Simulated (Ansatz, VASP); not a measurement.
**CsSnBr3 in VASP and in Ansatz**

INCAR

```
ALGO = Normal
EDIFF = 1E-6
ENCUT = 500
GGA = PE
GGA_COMPAT = False
ISIF = 2
ISMEAR = 0
LASPH = True
LCHARG = True
LELF = True
LREAL = False
LVHAR = True
LWAVE = False
NBANDS = 30
NELM = 120
PREC = Accurate
SIGMA = 0.05
```

Contents of KPOINTS:

```
k-points
0
Gamma
  6 6 6
```

File POSCAR:

```
CsSnBr3
1.0
    5.8965303405      0.0000000000      0.0000000000
    0.0000000000      5.8965303405      0.0000000000
    0.0000000000      0.0000000000      5.8965303405
Cs Sn Br
1 1 3
Direct
    0.0000000000      0.0000000000      0.0000000000
    0.5000000000      0.5000000000      0.5000000000
    0.5000000000      0.0000000000      0.5000000000
    0.5000000000      0.5000000000      0.0000000000
    0.0000000000      0.5000000000      0.5000000000
```

Input for Ansatz:

```yaml
crystal:
  lattice:
    - [5.8965303405, 0.0, 0.0]
    - [0.0, 5.8965303405, 0.0]
    - [0.0, 0.0, 5.8965303405]
  atoms:
    - { symbol: Cs, position: [0.0, 0.0, 0.0] }
    - { symbol: Sn, position: [0.5, 0.5, 0.5] }
    - { symbol: Br, position: [0.5, 0.0, 0.5] }
    - { symbol: Br, position: [0.5, 0.5, 0.0] }
    - { symbol: Br, position: [0.0, 0.5, 0.5] }
basis:
  ecutwfc: 420
  ecutrho_ratio: 4
kpoints:
  mp_grid: { grid: [6, 6, 6] }
hamiltonian:
  xc: pbe
scf:
  occupations: { method: gaussian, width: 0.05 }
output:
  forces: true
  stress: true
  eigenvalues: true
```

Alike in both runs: task single point; functional PBE; k mesh 6 × 6 × 6; occupations gaussian, width 0.05 eV; no spin polarisation.

|  | VASP | Ansatz |
| --- | --- | --- |
| version | VASP 6.6.1 | Ansatz 0.2.0 |
| potentials or method | VASP PAW PBE potentials, release 64 (Cs_sv, Sn_d, Br), cutoff 500 eV | scalar-relativistic, plane waves, PAW |
| valence electrons in the cell | 44 | 44 |

```csv
,VASP,Ansatz,Ansatz less VASP
gap on the k mesh at the Fermi level (eV),0.65,0.65,0.000
least direct gap on the mesh (eV),0.65,0.65,0.000
pressure (GPa),0.0,0.0,+0.01
```

With one functional, cell and mesh, what is left measures potentials, basis and numerics.

Spin-orbit coupling is off throughout.
